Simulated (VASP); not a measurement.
## Ti: relaxation of cell and atoms with BLYP+D3(BJ)

Crystal: Ti.

```
Ti
1.0
     4.60000    0.00000    0.00000
    -2.30000    3.98372    0.00000
     0.00000    0.00000    2.82000
Ti
3
Direct
  0.00000 0.00000 0.00000
  0.33333 0.66667 0.50000
  0.66667 0.33333 0.50000
```

This isn't the form of Ti at room conditions, which is hcp.

```
Program                : VASP 6.6.1
Task                   : relaxation of cell and atoms
Functional             : BLYP
Dispersion             : D3(BJ)
Potentials or basis    : VASP PAW PBE potentials, release 64 (Ti_sv)
Cutoff                 : 600 eV
k mesh                 : 7 × 7 × 10
Occupations            : methfessel-paxton, width 0.1 eV
Spin                   : no spin polarisation
Dipole correction      : no
Further INCAR settings : ALGO = Normal; EDIFF = 1e-07; IBRION = 2; EDIFFG = -0.02; NSW = 80; ISIF = 3
```

The relaxed volume is 15.32 Å³/atom. The relaxed cell is a = 4.399 Å, b = 4.399 Å, c = 2.743 Å, α = 90.00°, β = 90.00°, γ = 120.00°, the space group after relaxing (to 0.1 Å) is P6/mmm (No. 191) and the energy gained by relaxing is 77.9 meV/atom. The ionic steps are 6. The pressure after relaxing is 0.2 GPa. The band gap on the k mesh is zero (bands 18 and 19 overlap by 0.35 eV) and the dispersion energy per atom is -1.622 eV.

The path:
| step | energy change (eV) | largest force (eV/Å) | pressure (GPa) | volume (Å³) |
| --- | --- | --- | --- | --- |
| 1 | 0.0000 | 0.0000 | -11.99 | 51.68 |
| 2 | -0.1173 | 0.0000 | 11.39 | 42.62 |
| 3 | -0.2318 | 0.0000 | -0.05 | 46.08 |
| 4 | -0.2318 | 0.0000 | 0.26 | 45.97 |
| 5 | -0.2337 | 0.0000 | 0.21 | 45.97 |
| 6 | -0.2338 | 0.0000 | 0.20 | 45.97 |

Final structure:
```yaml
crystal:
  lattice:
    - [4.39947, 0.00000, 0.00000]
    - [-2.19974, 3.81006, 0.00000]
    - [0.00000, 0.00000, 2.74254]
  atoms:
    - { symbol: Ti, position: [0.00000, 0.00000, 0.00000] }
    - { symbol: Ti, position: [0.33333, 0.66667, 0.50000] }
    - { symbol: Ti, position: [0.66667, 0.33333, 0.50000] }
```

Levels at points of the mesh, in eV from the Fermi level:
```
           k point  band 16  band 17  band 18  band 19  band 20  band 21
(0.00, 0.00, 0.00)    -0.70    -0.61    -0.61    -0.01     0.70     1.33
(0.00, 0.00, 0.50)    -1.93    -1.93    -1.58     1.14     1.14     1.35
```

Run time: 8.6 min on 1 thread of Intel(R) Xeon(R) 6975P-C (Granite Rapids), on a shared host, peak memory 0.24 GiB.

Caveat: the dispersion term is far too large for a dense solid, which distorts pressure and volume; the PAW data sets were made with another functional, which shifts forces and pressure a little.
